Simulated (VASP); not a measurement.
# AlN (P6_3mc) in VASP: vibrations by perturbation theory with LDA

Aim: the vibrations by perturbation theory of AlN with LDA.

Program: VASP 6.6.1. These are calculated values, not measurements. Logs are shortened: lines on timing, memory, paths and dates and some standing lists are left out, and cuts for length are marked.

## (1) The cell of the first run

Symmetry: P6_3mc, No. 186, hexagonal system. Conventional cell: a = 3.089 Å, b = 3.089 Å, c = 4.943 Å, α = 90.00°, β = 90.00°, γ = 120.00°. Al (site symmetry 3m) has 4 N at 1.88 to 1.89 Å within 2.5 Å. N (site symmetry 3m) has 4 Al at 1.88 to 1.89 Å within 2.5 Å.

## (2) Vibrations by perturbation theory, LDA

File INCAR:

```
ALGO     = Normal         # electronic algorithm
EDIFF    = 1E-8           # SCF threshold, eV
ENCUT    = 520            # plane-wave cutoff, eV
IBRION   = 8              # ionic algorithm
ISIF     = 2              # what is computed and relaxed
ISMEAR   = 0              # smearing method
LASPH    = T              # aspherical terms in the spheres
LCHARG   = F              # write CHGCAR
LEPSILON = T              # dielectric tensor by DFPT
LREAL    = F              # projectors in reciprocal space
LWAVE    = F              # write WAVECAR
NELM     = 60             # most SCF steps
NSW      = 1              # ionic steps
PREC     = Accurate       # precision mode
SIGMA    = 0.01           # smearing width, eV
```

File KPOINTS:

```
k-points
0
Gamma
  9 9 4
```

File POSCAR:

```
AlN
1.0
    3.0887068565      0.0000000000      0.0000000000
   -1.5443534282      2.6748986026      0.0000000000
    0.0000000000      0.0000000000      4.9430277477
Al N
2 2
Direct
    0.6666666667      0.3333333333      0.4990058142
    0.3333333333      0.6666666667      0.9990058142
    0.6666666667      0.3333333333      0.8809941858
    0.3333333333      0.6666666667      0.3809941858
```

Potentials or basis: VASP PAW LDA potentials, release 64 (Al, N).

Run with:

```bash
$ cat potpaw_LDA.64/Al/POTCAR potpaw_LDA.64/N/POTCAR > POTCAR
$ mpirun -np 1 vasp_std > vasp.out
```

OUTCAR:

```text
EDIFF = 1E-8
   ENCUT = 520
   IBRION = 8
   ISIF = 2
   ISMEAR = 0
   LASPH = T
   LEPSILON = T
   LREAL = F
   NELM = 60
   NSW = 1
   PREC = Accurate

 ion  position               nearest neighbor table
   1  0.667  0.333  0.499-   4 1.88   4 1.88   4 1.88   3 1.89   2 3.05   2 3.05   2 3.05   2 3.05
                             2 3.05   2 3.05
   2  0.333  0.667  0.999-   3 1.88   3 1.88   3 1.88   4 1.89   1 3.05   1 3.05   1 3.05   1 3.05
                             1 3.05   1 3.05
   3  0.667  0.333  0.881-   2 1.88   2 1.88   2 1.88   1 1.89
   4  0.333  0.667  0.381-   1 1.88   1 1.88   1 1.88   2 1.89

  LATTYP: Found a hexagonal cell.
 ALAT       =     3.0887068565
 C/A-ratio  =     1.6003550927

  Lattice vectors:

 A1 = (   3.0887068565,   0.0000000000,   0.0000000000)
 A2 = (  -1.5443534282,   2.6748986026,   0.0000000000)
 A3 = (   0.0000000000,   0.0000000000,   4.9430277477)

Analysis of symmetry for initial positions (statically):
=====================================================================
 Subroutine PRICEL returns:
 Original cell was already a primitive cell.

 Routine SETGRP: Setting up the symmetry group for a
 hexagonal supercell.

 Subroutine GETGRP returns: Found 12 space group operations
 (whereof  6 operations were pure point group operations)
 out of a pool of 24 trial point group operations.

The static configuration has the point symmetry C_3v.
 The point group associated with its full space group is C_6v.

Analysis of symmetry for dynamics (positions and initial velocities):
=====================================================================
 Subroutine PRICEL returns:
 Original cell was already a primitive cell.

 Routine SETGRP: Setting up the symmetry group for a
 hexagonal supercell.

 Subroutine GETGRP returns: Found 12 space group operations
 (whereof  6 operations were pure point group operations)
 out of a pool of 24 trial point group operations.

The dynamic configuration has the point symmetry C_3v.
 The point group associated with its full space group is C_6v.

 Subroutine INISYM returns: Found 12 space group operations
 (whereof  6 operations are pure point group operations),
 and found     1 'primitive' translations

----------------------------------------------------------------------------------------

                                     Primitive cell

  volume of cell :      40.8392

  direct lattice vectors                    reciprocal lattice vectors
     3.088706856  0.000000000  0.000000000     0.323760087  0.186922973  0.000000000
    -1.544353428  2.674898603  0.000000000     0.000000000  0.373845947  0.000000000
     0.000000000  0.000000000  4.943027748     0.000000000  0.000000000  0.202305156

  length of vectors
     3.088706856  3.088706856  4.943027748     0.373845947  0.373845947  0.202305156

  position of ions in fractional coordinates (direct lattice)
     0.666666667  0.333333333  0.499005814
     0.333333333  0.666666667  0.999005814
     0.666666667  0.333333333  0.880994186
     0.333333333  0.666666667  0.380994186

  ion indices of the primitive-cell ions
   primitive index   ion index
                 1           1
                 2           2
                 3           3
                 4           4

----------------------------------------------------------------------------------------

 KPOINTS: k-points

Automatic generation of k-mesh.
 Grid dimensions read from file:
 generate k-points for:    9    9    4

 Generating k-lattice:

[... 520 lines left out ...]

--------------------------------------- Ionic step        2  -------------------------------------------

------------------------ aborting loop because EDIFF is reached ----------------------------------------

--------------------------------------- Ionic step        3  -------------------------------------------

------------------------ aborting loop because EDIFF is reached ----------------------------------------

 PIEZOELECTRIC TENSOR FIELD DIRECTION 3  (e Angst)
 -----------------------------------------------------------------------------
     0.64895  0.00000 -0.00000           (  0.00853  0.00000  0.00000)
     0.00000  0.64895  0.00000           (  0.00000  0.00853  0.00000)
    -0.00000  0.00000 -0.95918           (  0.00000  0.00000 -0.01272)

 PIEZOELECTRIC TENSOR FIELD DIRECTION 3  (C/m^2)
 -----------------------------------------------------------------------------
     0.25459  0.00000 -0.00000
     0.00000  0.25459  0.00000
    -0.00000  0.00000 -0.37630

[... ionic steps 4 to 9 ...]

--------------------------------------- Ionic step       10  -------------------------------------------

------------------------ aborting loop because EDIFF is reached ----------------------------------------

[... ionic steps 11 to 11 ...]

--------------------------------------- Ionic step       12  -------------------------------------------

 Free energy of the ion-electron system (eV)
  ---------------------------------------------------
  ---------------------------------------------------
  free energy    TOTEN  =        -0.25069310 eV

  energy without entropy =       -0.25069310

------------------------ aborting loop because EDIFF is reached ----------------------------------------

 INTERNAL STRAIN TENSOR  FOR ION    3  DIRECTION 3   (eV/Angst):
 -----------------------------------------------------------------------------
     5.98575  0.00000  0.00000
     0.00000  5.98575  0.00000
    -0.00000  0.00000-13.25331

 MACROSCOPIC STATIC DIELECTRIC TENSOR (including local field effects in DFT)
 ------------------------------------------------------
           4.398488     0.000000     0.000000
           0.000000     4.398488     0.000000
           0.000000     0.000000     4.617977
 ------------------------------------------------------

 PIEZOELECTRIC TENSOR (including local field effects)  for field in x, y, z        (e  Angst)
          XX          YY          ZZ          XY          YZ          ZX
  --------------------------------------------------------------------------------
  x     0.00000    -0.00000     0.00000    -0.00000     0.00000     0.85083
  y     0.00000    -0.00000    -0.00000     0.00000     0.85083     0.00000
  z     0.64895     0.64895    -0.95918     0.00000     0.00000     0.00000

 PIEZOELECTRIC TENSOR (including local field effects)  for field in x, y, z        (C/m^2)
          XX          YY          ZZ          XY          YZ          ZX
  --------------------------------------------------------------------------------
  x     0.00000    -0.00000     0.00000    -0.00000     0.00000     0.33379
  y     0.00000    -0.00000    -0.00000     0.00000     0.33379     0.00000
  z     0.25459     0.25459    -0.37630     0.00000     0.00000     0.00000

 BORN EFFECTIVE CHARGES (including local field effects) (in |e|, cummulative output)
 ---------------------------------------------------------------------------------
 ion    1
    1     2.50939     0.00000     0.00000
    2     0.00000     2.50939     0.00000
    3     0.00000     0.00000     2.67136
 ion    2
    1     2.50939     0.00000    -0.00000
    2     0.00000     2.50939     0.00000
    3     0.00000     0.00000     2.67136
 ion    3
    1    -2.50939    -0.00000    -0.00000
    2    -0.00000    -2.50939     0.00000
    3     0.00000     0.00000    -2.67136
 ion    4
    1    -2.50939    -0.00000     0.00000
    2    -0.00000    -2.50939     0.00000
    3    -0.00000    -0.00000    -2.67136

 INTERNAL STRAIN TENSOR FOR ION    4 for displacements in x,y,z  (eV/Angst):
          X           Y           Z          XY          YZ          ZX
  --------------------------------------------------------------------------------
  x    -0.00000     0.00000     0.00000   -11.24932     0.00000     5.65803
  y   -11.24932    11.24932    -0.00000     0.00000     5.75609     0.00000
  z     5.98575     5.98575   -13.25331     0.00000     0.00000     0.00000

 SECOND DERIVATIVES (NOT SYMMETRIZED)
 ------------------------------------
               1X          1Y          1Z          2X          2Y          2Z          3X          3Y          3Z          4X          4Y          4Z
  1X   -16.567660   -0.000000    0.000000    0.677919    0.000000   -0.000000    1.481363    0.000000    0.000000   14.408379    0.000000    0.000000
  1Y    -0.000000  -16.567660    0.000000    0.000000    0.677919    0.000000    0.000000    1.481363    0.000000    0.000000   14.408379    0.000000
  1Z     0.000000    0.000000  -21.949928   -0.000000   -0.000000    8.640335    0.000000   -0.000000    6.819974    0.000000    0.000000    6.489619
  2X     0.677919    0.000000   -0.000000  -16.567660   -0.000000   -0.000000   14.408379    0.000000    0.000000    1.481363    0.000000   -0.000000
  2Y     0.000000    0.677919    0.000000   -0.000000  -16.567660    0.000000    0.000000   14.408379   -0.000000    0.000000    1.481363    0.000000
  2Z     0.000000   -0.000000    8.640335    0.000000    0.000000  -21.949928   -0.000000    0.000000    6.489619    0.000000    0.000000    6.819974
  3X     1.479239    0.000000    0.000000   14.404708    0.000000    0.000000  -16.634650   -0.000000    0.000000    0.750703    0.000000   -0.000000
  3Y     0.000000    1.479239    0.000000    0.000000   14.404708    0.000000   -0.000000  -16.634650   -0.000000    0.000000    0.750703    0.000000
  3Z    -0.000000    0.000000    6.774766    0.000000   -0.000000    6.524379    0.000000    0.000000  -20.551558    0.000000   -0.000000    7.252412
  4X    14.404708    0.000000   -0.000000    1.479239    0.000000    0.000000    0.750703    0.000000    0.000000  -16.634650   -0.000000    0.000000
  4Y     0.000000   14.404708    0.000000    0.000000    1.479239    0.000000    0.000000    0.750703    0.000000   -0.000000  -16.634650    0.000000
  4Z     0.000000    0.000000    6.524379    0.000000    0.000000    6.774766   -0.000000   -0.000000    7.252412    0.000000   -0.000000  -20.551558

 Eigenvectors and eigenvalues of the dynamical matrix
 ----------------------------------------------------

   1 f  =   22.031965 THz   138.430919 2PiTHz  734.907248 cm-1    91.116845 meV
             X         Y         Z           dx          dy          dz
      1.544353  0.891633  2.466600    -0.000000   -0.000000    0.012392
     -0.000000  1.783266  4.938113    -0.000000    0.000000   -0.012392
      1.544353  0.891633  4.354779     0.000000    0.000000   -0.706998
     -0.000000  1.783266  1.883265     0.000000   -0.000000    0.706998
[... 71 lines left out ...]
  12 f/i=    0.003498 THz     0.021976 2PiTHz    0.116667 cm-1     0.014465 meV
             X         Y         Z           dx          dy          dz
      1.544353  0.891633  2.466600     0.000000    0.000000   -0.573666
     -0.000000  1.783266  4.938113     0.000000    0.000000   -0.573666
      1.544353  0.891633  4.354779     0.000000    0.000000   -0.413409
     -0.000000  1.783266  1.883265     0.000000    0.000000   -0.413409

--------------------------------------------------------------------------------------------------------

 MACROSCOPIC STATIC DIELECTRIC TENSOR IONIC CONTRIBUTION
 ------------------------------------------------------
           3.512504     0.000000     0.000000
           0.000000     3.512504     0.000000
           0.000000     0.000000     4.753234
 ------------------------------------------------------

 ELASTIC MODULI CONTR FROM IONIC RELAXATION (kBar)
 Direction    XX          YY          ZZ          XY          YZ          ZX
 --------------------------------------------------------------------------------
 XX        -790.5730    366.8340    469.0757     -0.0000      0.0000      0.0000
 YY         366.8340   -790.5730    469.0757     -0.0000     -0.0000     -0.0000
 ZZ         469.0757    469.0757  -1038.5263      0.0000      0.0000      0.0000
 XY          -0.0000     -0.0000      0.0000   -578.7035      0.0000     -0.0000
 YZ          -0.0000      0.0000      0.0000      0.0000   -149.0683     -0.0000
 ZX           0.0000     -0.0000      0.0000     -0.0000     -0.0000   -155.6421
 --------------------------------------------------------------------------------

 PIEZOELECTRIC TENSOR IONIC CONTR  for field in x, y, z        (C/m^2)
          XX          YY          ZZ          XY          YZ          ZX
  --------------------------------------------------------------------------------
  x     0.00000    -0.00000     0.00000    -0.00000    -0.00000    -0.69574
  y    -0.00000     0.00000     0.00000     0.00000    -0.68088    -0.00000
  z    -0.94428    -0.94428     2.09062    -0.00000    -0.00000    -0.00000
```

Wall time 8.9 min (1 thread of Intel Xeon 8259CL, shared host); peak memory 0.33 GiB.

Results:

| Property | Result |
| --- | --- |
| Electronic dielectric tensor (diagonal) | 4.40, 4.40, 4.62 |
| Born charges (mean of the diagonal) | Al +2.56; N -2.56 e |
| Highest phonon frequency at Γ, LO-TO splitting left out | 735 cm⁻¹ |

Phonon frequencies in cm⁻¹ (negative: imaginary):
| q point | frequencies |
| --- | --- |
| (0.000, 0.000, 0.000) | 0 0 0 239 239 555 626 674 674 685 685 735 |

Electronic dielectric tensor:
```
4.40 0.00 0.00
0.00 4.40 0.00
0.00 0.00 4.62
```

Born effective charge tensors (e):
atom 1, Al
```
2.51 0.00 0.00
0.00 2.51 0.00
0.00 0.00 2.67
```
atom 2, Al
```
2.51 0.00 0.00
0.00 2.51 0.00
0.00 0.00 2.67
```
atom 3, N
```
-2.51  0.00  0.00
 0.00 -2.51  0.00
 0.00  0.00 -2.67
```
atom 4, N
```
-2.51  0.00  0.00
 0.00 -2.51  0.00
 0.00  0.00 -2.67
```
